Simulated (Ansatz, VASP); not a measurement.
## Two plane-wave programs on Ir2Ru

File INCAR:

```
SYSTEM = Ir2Ru
ALGO = Fast
EDIFF = 1E-7
EDIFFG = -0.04
ENCUT = 600
GGA = PE
IBRION = 2
ISIF = 3
ISMEAR = 0
LASPH = .TRUE.
LCHARG = .FALSE.
LREAL = .FALSE.
LWAVE = .FALSE.
NELM = 100
NSW = 90
PREC = Accurate
SIGMA = 0.1
```

File KPOINTS:

```
k-points
0
G
  6 6 2
  0 0 0
```

Contents of POSCAR:

```
Ir2Ru
1.0
    2.5744987700      0.0000000000      0.0000000000
   -1.2872493800      2.2295813300      0.0000000000
    0.0000000000      0.0000000000     14.5652086700
Ru Ir
2 4
Direct
    0.3333333300      0.6666666700      0.7500000000
    0.6666666700      0.3333333300      0.2500000000
    0.3333333300      0.6666666700      0.0833333300
    0.3333333300      0.6666666700      0.4166666700
    0.6666666700      0.3333333300      0.9166666700
    0.6666666700      0.3333333300      0.5833333300
```

Input for Ansatz:

```yaml
crystal:
  lattice:
    - [2.57449877, 0.0, 0.0]
    - [-1.28724938, 2.22958133, 0.0]
    - [0.0, 0.0, 14.56520867]
  atoms:
    - { symbol: Ru, position: [0.33333333, 0.66666667, 0.75] }
    - { symbol: Ru, position: [0.66666667, 0.33333333, 0.25] }
    - { symbol: Ir, position: [0.33333333, 0.66666667, 0.08333333] }
    - { symbol: Ir, position: [0.33333333, 0.66666667, 0.41666667] }
    - { symbol: Ir, position: [0.66666667, 0.33333333, 0.91666667] }
    - { symbol: Ir, position: [0.66666667, 0.33333333, 0.58333333] }
basis:
  ecutwfc: 420
kpoints:
  mp_grid: { grid: [6, 6, 2] }
hamiltonian:
  xc: pbe
scf:
  occupations: { method: gaussian, width: 0.1 }
  lower_state_search: "off"
output:
  forces: true
  stress: true
  eigenvalues: true
relax:
  adjacent_minimum: "off"
  f_tol: 0.04
  max_steps: 70
  cell: { stress_tol: 0.4 }
```

Alike in both runs: task relaxation of cell and atoms; functional PBE; k mesh 6 × 6 × 2; occupations gaussian, width 0.1 eV; no spin polarisation.

|  | VASP | Ansatz |
| --- | --- | --- |
| version | VASP 6.6.1 | Ansatz 0.2.0 |
| potentials or method | VASP PAW PBE potentials, release 64 (Ru_pv, Ir), cutoff 600 eV | scalar-relativistic, plane waves, PAW |
| valence electrons in the cell | 64 | 100 |

```csv
,VASP,Ansatz,Ansatz less VASP
"gap on the k mesh at the Fermi level, each at its own relaxed structure (eV)",none,none,-
relaxed volume (Å³/atom),14.34,14.33,-0.014
relaxed cell length with the largest relative difference (Å),12.984,12.975,-0.0091
```

A gap of «none» marks a metal or a gap that the smearing closes. VASP's potentials hold 64 valence electrons a cell and Ansatz's 100, so a difference there can come from the potentials and not from the codes.

The k mesh is coarse, so the values compare programs but aren't converged. Neither program's run includes spin-orbit coupling. Noted on VASP's run: too few bands were computed for a metal, which touches its energy and stress.
